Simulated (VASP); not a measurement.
## In2SiH2: single point with PBE

The system is In2SiH2.

```
In Si H
1.0
     3.55923    0.00000    0.00000
    -1.77962    3.08239    0.00000
     0.00000    0.00000    7.34617
In Si H
2 1 2
Direct
  0.33333 0.66667 0.28769
  0.66667 0.33333 0.71231
  0.00000 0.00000 0.00000
  0.33333 0.66667 0.59481
  0.66667 0.33333 0.40519
```

```yaml
Program: VASP 6.6.1
Task: single point
Functional: PBE
Potentials_or_basis: VASP PAW PBE potentials, release 64 (In_d, Si, H)
Cutoff: 500 eV
k_mesh: 3 × 3 × 2
Occupations: gaussian, width 0.15 eV
Spin: no spin polarisation
Dipole_correction: no
Further_INCAR_settings: ALGO = Normal; EDIFF = 1e-06; NBANDS = 24
```

| Property | Result |
| --- | --- |
| Pressure | -0.2 GPa |
| Largest force | 0.044 eV/Å |
| Band gap on the k mesh | zero (band 16 reaches 9.32 eV, above the bottom of band 17 at 5.25 eV) |

Forces in eV/Å, atoms in the order of the input:
```
In   0.000  0.000 -0.022
In   0.000  0.000  0.022
Si   0.000  0.000  0.000
H    0.000  0.000  0.044
H    0.000  0.000 -0.044
```

Stress tensor (GPa, compression positive):
```
-0.43  0.00  0.00
 0.00 -0.43  0.00
 0.00  0.00  0.18
```

Levels at points of the mesh, in eV from the Fermi level:
| k point | band 12 | band 13 | band 14 | band 15 | band 16 | band 17 | band 18 | band 19 | band 20 | band 21 |
| --- | --- | --- | --- | --- | --- | --- | --- | --- | --- | --- |
| (0.00, 0.00, 0.00) | -7.92 | -7.37 | -1.00 | 1.87 | 3.03 | 3.03 | 3.67 | 6.04 | 6.04 | 6.14 |
| (0.00, 0.00, 0.50) | -9.56 | -4.46 | -3.90 | 2.11 | 3.01 | 3.01 | 6.55 | 6.56 | 6.56 | 6.73 |

Run time: 23 s on 1 thread of Intel Xeon 8259CL, with other jobs on the host, peak memory 0.19 GiB.

Caveat: the k points lie up to 0.68 Å⁻¹ apart; spin-orbit coupling is left out, which moves the levels of the heavy elements.
